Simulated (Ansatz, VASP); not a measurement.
**One calculation of Al2SiF2, two programs**

```
CELL_PARAMETERS angstrom
3.92698 0.00000 0.00000
-1.96349 3.40086 0.00000
0.00000 0.00000 6.99511
ATOMIC_POSITIONS crystal
Al 0.00000 0.00000 0.33283
Al 0.00000 0.00000 0.66717
Si 0.00000 0.00000 0.00000
F 0.33333 0.66667 0.50000
F 0.66667 0.33333 0.50000
```

Alike in both runs: functional PBE; k mesh 4 × 4 × 2; occupations gaussian, width 0.15 eV; no spin polarisation.

Ansatz relaxed the structure, and its values are those at the end. VASP's run is a single point on that final structure, the one shown.

```csv
,VASP,Ansatz
version,VASP 6.6.1,Ansatz 0.2.0
potentials or method,"VASP PAW PBE potentials, release 64 (Al, Si, F), cutoff 600 eV","scalar-relativistic, plane waves, PAW"
valence electrons in the cell,24,24
```

Ansatz gave:

| Property | Result |
| --- | --- |
| gap on the k mesh at the Fermi level (eV) | none |
| pressure (GPa) | 0.3 |

Problem. What did VASP give for the same quantities?

Solution. gap on the k mesh at the Fermi level (eV): none; pressure (GPa): 0.2.

A gap of «none» marks a metal or a gap that the smearing closes.

The k mesh is coarse, so the values compare programs but aren't converged.
